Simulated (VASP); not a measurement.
# Al2Ge2Os (P-3m1) in VASP: single point with PBEsol

Aim: the single point of Al2Ge2Os with PBEsol.

Everything below comes from runs of VASP 6.6.1. Logs are shortened: lines on timing, memory, paths and dates and some standing lists are left out, and cuts for length are marked.

## (1) The cell of the first run

The structure is trigonal, space group P-3m1 (No. 164). The conventional cell has a = 4.228 Å, b = 4.228 Å, c = 5.269 Å, α = 90.00°, β = 90.00°, γ = 120.00°. Os (site symmetry -3m) has 6 Al at 2.60 Å and 6 Ge at 2.98 Å within 3.4 Å. Ge (site symmetry 3m) has 5 Al at 2.58 to 2.67 Å and 3 Os at 2.98 Å and 3 Ge at 3.06 Å within 3.4 Å. Within 3.4 Å of Al (site symmetry 3m) lie 5 Ge at 2.58 to 2.67 Å and 3 Os at 2.60 Å and 3 Al at 3.02 Å.

## (2) Single point, PBEsol

Input file INCAR:

```
SYSTEM = Al2Ge2Os
  PREC = Accurate
  ENCUT = 520
  EDIFF = 1E-6
  ISMEAR = -1
  SIGMA = 0.1
  LREAL = .False.
  LASPH = .True.
  NELM = 100
  ALGO = Normal
  ISIF = 2
  LWAVE = .False.
  LCHARG = .False.
  GGA = PS
  NBANDS = 29
```

Input file KPOINTS:

```
Automatic mesh
0
Gamma
  8 8 5
  0 0 0
```

Input file POSCAR:

```
Al2Ge2Os
1.0
    2.1140148942      3.6615812047      0.0000000000
   -2.1140148942      3.6615812047      0.0000000000
    0.0000000000      0.0000000000      5.2693121813
Os Ge Al
1 2 2
Direct
    0.0000000000      0.0000000000      0.0000000000
    0.3333333333      0.3333333333      0.3255404533
    0.6666666667      0.6666666667      0.6744595467
    0.3333333333      0.3333333333      0.8316270006
    0.6666666667      0.6666666667      0.1683729994
```

Potentials or basis: VASP PAW PBE potentials, release 64 (Os, Ge_d, Al).

Run with:

```bash
$ cat potpaw_PBE.64/Os/POTCAR potpaw_PBE.64/Ge_d/POTCAR potpaw_PBE.64/Al/POTCAR > POTCAR
$ mpirun -np 1 vasp_std > vasp.out
```

OUTCAR:

```text
SYSTEM = Al2Ge2Os
   PREC = Accurate
   ENCUT = 520
   EDIFF = 1E-6
   ISMEAR = -1
   LREAL = .False.
   LASPH = .True.
   NELM = 100
   ISIF = 2
   GGA = PS

 ion  position               nearest neighbor table
   1  0.000  0.000  0.000-   4 2.60   5 2.60   5 2.60   5 2.60   4 2.60   4 2.60   2 2.98   3 2.98
                             2 2.98   3 2.98   2 2.98   3 2.98
   2  0.333  0.333  0.326-   5 2.58   5 2.58   5 2.58   4 2.60   4 2.67   1 2.98   1 2.98   1 2.98

   3  0.667  0.667  0.674-   4 2.58   4 2.58   4 2.58   5 2.60   5 2.67   1 2.98   1 2.98   1 2.98

   4  0.333  0.333  0.832-   3 2.58   3 2.58   3 2.58   1 2.60   1 2.60   1 2.60   2 2.60   2 2.67
                             5 3.02   5 3.02   5 3.02
   5  0.667  0.667  0.168-   2 2.58   2 2.58   2 2.58   1 2.60   1 2.60   1 2.60   3 2.60   3 2.67
                             4 3.02   4 3.02   4 3.02

  LATTYP: Found a hexagonal cell.
 ALAT       =     4.2280297884
 C/A-ratio  =     1.2462807608

  Lattice vectors:

 A1 = (   2.1140148942,  -3.6615812047,   0.0000000000)
 A2 = (   2.1140148942,   3.6615812047,   0.0000000000)
 A3 = (   0.0000000000,   0.0000000000,   5.2693121813)

Analysis of symmetry for initial positions (statically):
=====================================================================
 Subroutine PRICEL returns:
 Original cell was already a primitive cell.

 Routine SETGRP: Setting up the symmetry group for a
 hexagonal supercell.

 Subroutine GETGRP returns: Found 12 space group operations
 (whereof 12 operations were pure point group operations)
 out of a pool of 24 trial point group operations.

The static configuration has the point symmetry D_3d.

Analysis of symmetry for dynamics (positions and initial velocities):
=====================================================================
 Subroutine PRICEL returns:
 Original cell was already a primitive cell.

 Routine SETGRP: Setting up the symmetry group for a
 hexagonal supercell.

 Subroutine GETGRP returns: Found 12 space group operations
 (whereof 12 operations were pure point group operations)
 out of a pool of 24 trial point group operations.

The dynamic configuration has the point symmetry D_3d.

 Subroutine INISYM returns: Found 12 space group operations
 (whereof 12 operations are pure point group operations),
 and found     1 'primitive' translations

----------------------------------------------------------------------------------------

                                     Primitive cell

  volume of cell :      81.5757

  direct lattice vectors                    reciprocal lattice vectors
     2.114014894  3.661581205  0.000000000     0.236516782  0.136553028  0.000000000
    -2.114014894  3.661581205  0.000000000    -0.236516782  0.136553028  0.000000000
     0.000000000  0.000000000  5.269312181     0.000000000  0.000000000  0.189778090

  length of vectors
     4.228029788  4.228029788  5.269312181     0.273106056  0.273106056  0.189778090

  position of ions in fractional coordinates (direct lattice)
     0.000000000  0.000000000  0.000000000
     0.333333333  0.333333333  0.325540453
     0.666666667  0.666666667  0.674459547
     0.333333333  0.333333333  0.831627001
     0.666666667  0.666666667  0.168372999

  ion indices of the primitive-cell ions
   primitive index   ion index
                 1           1
                 2           2
                 3           3
                 4           4
                 5           5

----------------------------------------------------------------------------------------

 KPOINTS: Automatic mesh

Automatic generation of k-mesh.
 Grid dimensions read from file:
 generate k-points for:    8    8    5

 Generating k-lattice:

  Cartesian coordinates                     Fractional coordinates (reciprocal lattice)
     0.029564598  0.017069128  0.000000000     0.125000000  0.000000000  0.000000000
    -0.029564598  0.017069128  0.000000000     0.000000000  0.125000000  0.000000000
     0.000000000  0.000000000  0.037955618     0.000000000  0.000000000  0.200000000

  Length of vectors
     0.034138257  0.034138257  0.037955618

  Shift w.r.t. Gamma in fractional coordinates (k-lattice)
     0.000000000  0.000000000  0.000000000

 Subroutine IBZKPT returns following result:
 ===========================================

 Found     40 irreducible k-points:

 Following reciprocal coordinates:
            Coordinates               Weight
  0.000000  0.000000  0.000000      1.000000
  0.125000  0.000000  0.000000      6.000000
  0.250000  0.000000  0.000000      6.000000
  0.375000  0.000000  0.000000      6.000000
  0.500000  0.000000  0.000000      3.000000
  0.250000  0.125000  0.000000      6.000000
[... 16 lines left out ...]
  0.375000  0.500000  0.200000     12.000000
  0.500000  0.250000  0.200000     12.000000
 [... further k-points ...]
   k-points           NKPTS =     40   k-points in BZ     NKDIM =     40   number of bands    NBANDS=     29
   number of dos      NEDOS =    301   number of ions     NIONS =      5
   total plane-waves  NPLWV =  40960
   dimension x,y,z NGX =    32 NGY =   32 NGZ =   40
   dimension x,y,z NGXF=    64 NGYF=   64 NGZF=   80
   ions per type =               1   2   2
   NGX,Y,Z   is equivalent  to a cutoff of  12.58, 12.58, 12.62 a.u.
   NGXF,Y,Z  is equivalent  to a cutoff of  25.16, 25.16, 25.24 a.u.
 SYSTEM =  Al2Ge2Os
   PREC   = accura    normal or accurate (medium, high low for compatibility)
   ISTART =      0    job   : 0-new  1-cont  2-samecut
   ICHARG =      2    charge: 1-file 2-atom 10-const
   ISPIN  =      1    spin polarized calculation?
   LNONCOLLINEAR =      F non collinear calculations
   LSORBIT =      F    spin-orbit coupling
   LASPH  =      T    aspherical Exc in radial PAW
   ENCUT  =  520.0 eV  38.22 Ry    6.18 a.u.   7.86  7.86  9.80*2*pi/ulx,y,z
   NELM   =    100;   NELMIN=  2; NELMDL= -5     # of ELM steps
   EDIFF  = 0.1E-05   stopping-criterion for ELM
   LREAL  =      F    real-space projection
   EDIFFG = 0.1E-04   stopping-criterion for IOM
   NSW    =      0    number of steps for IOM
   IBRION =     -1    ionic relax: 0-MD 1-quasi-New 2-CG
   NFREE  =      0    steps in history (QN), initial steepest desc. (CG)
   ISIF   =      2    stress and relaxation
   ISYM   =      2    0-nonsym 1-usesym 2-fastsym
   POTIM  = 0.5000    time-step for ionic-motion
   TEBEG  =    0.0;   TEEND  =   0.0 temperature during run
   PSTRESS=    0.0 pullay stress
   NELECT =      42.0000    total number of electrons
   NUPDOWN=      -1.0000    fix difference up-down
   EMIN   =  10.00;   EMAX   =-10.00  energy-range for DOS
   EFERMI =   0.00;   METHOD = LEGACY
   ISMEAR =    -1;   SIGMA  =   0.10  broadening in eV -4-tet -1-fermi 0-gaus
   EFERMI_NEDOS =   21; number of points for ismear=-14 and -15
   IALGO  =     38    algorithm
   IMIX   =      4    mixing-type and parameters
     AMIX     =   0.40;   BMIX     =  1.00
     AMIX_MAG =   1.60;   BMIX_MAG =  1.00
  volume/ion in A,a.u.               =      16.32       110.10
  Fermi-wavevector in a.u.,A,eV,Ry     =   1.312112  2.479533 23.424321  1.721639
  Thomas-Fermi vector in A             =   2.442527
   LORBIT       =      0    0 simple, 1 ext, 2 COOP (PROOUT), +10 PAW based schemes
   GGA     = PS    functional components
   LHFCALC =     F    Hartree Fock is set to
   AEXX    =    0.0000 exact exchange contribution
   IVDW    =     0    specifies the selected vdW correction
   LEPSILON=     F    determine dielectric tensor
   LRPA    =     F    only Hartree local field effects (RPA)
 non-spin polarized calculation
  energy-cutoff  :      520.00
  volume of cell :       81.58
 maximum number of plane-waves:      2212
   NGX = 15   NGY = 15   NGZ = 19

 number of electron      41.9999998 magnetization

 Free energy of the ion-electron system (eV)
  ---------------------------------------------------
  ext. energy  EPLUGINS =         0.00000000
  ---------------------------------------------------
  free energy    TOTEN  =       -29.70545154 eV

  energy without entropy =      -29.67433431  energy(sigma->0) =      -29.68989292

 E-fermi :   7.7308     XC(G=0): -11.5018

 val. band max:        7.7088386758   @ k =   0.2500   0.2500   0.4000
 cond. band min:       7.7526246648   @ k =   0.1250   0.1250   0.4000
 fundamental gap:      0.0437859890
 Fermi energy:         7.7307758610

 k-point     1 :       0.0000    0.0000    0.0000
  band No.  band energies     occupation
      1     -16.9715      2.00000
      2     -16.9685      2.00000
      3     -16.9685      2.00000
      4     -16.9657      2.00000
      5     -16.9657      2.00000
      6     -16.9418      2.00000
[... 21 lines left out ...]
     28      14.2786      0.00000
     29      15.1490      0.00000

 k-point     2 :       0.1250    0.0000    0.0000
  band No.  band energies     occupation
      1     -16.9715      2.00000
      2     -16.9681      2.00000
      3     -16.9662      2.00000
      4     -16.9654      2.00000
      5     -16.9643      2.00000
      6     -16.9424      2.00000
[... 21 lines left out ...]
     28      13.8040      0.00000
     29      13.8326      0.00000

 k-point     3 :       0.2500    0.0000    0.0000
  band No.  band energies     occupation
      1     -16.9720      2.00000
      2     -16.9669      2.00000
      3     -16.9640      2.00000
      4     -16.9607      2.00000
      5     -16.9596      2.00000
      6     -16.9442      2.00000
[... 21 lines left out ...]
     28      12.9207      0.00000
     29      13.2531      0.00000

 k-point     4 :       0.3750    0.0000    0.0000
  band No.  band energies     occupation
      1     -16.9733      2.00000
      2     -16.9655      2.00000
      3     -16.9598      2.00000
      4     -16.9561      2.00000
      5     -16.9520      2.00000
      6     -16.9472      2.00000
[... 597 lines left out ...]
     28      14.2101      0.00000
     29      14.5400      0.00000

 k-point    23 :       0.3750    0.5000    0.2000
  band No.  band energies     occupation
      1     -16.9709      2.00000
      2     -16.9654      2.00000
      3     -16.9603      2.00000
      4     -16.9532      2.00000
      5     -16.9505      2.00000
      6     -16.9475      2.00000
[... 21 lines left out ...]
     28      14.1785      0.00000
     29      15.3955      0.00000

 k-point    24 :       0.5000    0.2500    0.2000
  band No.  band energies     occupation
      1     -16.9677      2.00000
      2     -16.9668      2.00000
      3     -16.9631      2.00000
      4     -16.9533      2.00000
      5     -16.9506      2.00000
      6     -16.9472      2.00000
[... 21 lines left out ...]
     28      13.0902      0.00000
     29      15.1869      0.00000

 [... further k-points ...]

------------------------ aborting loop because EDIFF is reached ----------------------------------------

  FORCE on cell =-STRESS in cart. coord.  units (eV):
  Direction    XX          YY          ZZ          XY          YZ          ZX
  --------------------------------------------------------------------------------------
  -------------------------------------------------------------------------------------
  Total        0.0695135      0.0695135      0.0179305      0.0000000      0.0000000      0.0000000
  in kB        1.3652727      1.3652727      0.3521613      0.0000000      0.0000000      0.0000000
  external PRESSURE =       1.0275689 kB  Pullay stress =       0.0000000 kB

 VOLUME and BASIS-vectors are now :
 -----------------------------------------------------------------------------
  energy-cutoff  :      520.00
  volume of cell :       81.58
      direct lattice vectors                 reciprocal lattice vectors
     2.114014894  3.661581205  0.000000000     0.236516782  0.136553028  0.000000000
    -2.114014894  3.661581205  0.000000000    -0.236516782  0.136553028  0.000000000
     0.000000000  0.000000000  5.269312181     0.000000000  0.000000000  0.189778090

 POSITION                                       TOTAL-FORCE (eV/Angst)
 -----------------------------------------------------------------------------------
      0.00000      0.00000      0.00000        -0.000000      0.000000      0.000000
      0.00000      2.44105      1.71537        -0.000000     -0.000000      0.013274
      0.00000      4.88211      3.55394         0.000000     -0.000000     -0.013274
      0.00000      2.44105      4.38210         0.000000      0.000000     -0.012482
      0.00000      4.88211      0.88721         0.000000      0.000000      0.012482
 -----------------------------------------------------------------------------------
    total drift:                               -0.000000      0.000000     -0.000000

  FREE ENERGIE OF THE ION-ELECTRON SYSTEM (eV)
  ---------------------------------------------------
  free  energy   TOTEN  =       -29.7054515391 eV

  energy  without entropy=      -29.6743343085  energy(sigma->0) =      -29.68989292
```

It took 64 s on 1 thread of Intel Xeon 6975P-C, shared host; peak memory 0.25 GiB.

Results:

```
Free energy            : -29.7055 eV
Pressure               : 0.1 GPa
Largest force          : 0.013 eV/Å
Band gap on the k mesh : zero (band 21 reaches 8.01 eV, above the bottom of band 22 at 7.71 eV)
```

Forces in eV/Å, atoms in the order of the input:
```
Os   0.000  0.000  0.000
Ge   0.000  0.000  0.013
Ge   0.000  0.000 -0.013
Al   0.000  0.000 -0.012
Al   0.000  0.000  0.012
```

Caveat: the PAW data sets were made with another functional, which shifts forces and pressure a little; spin-orbit coupling is left out, which moves the levels of the heavy elements.
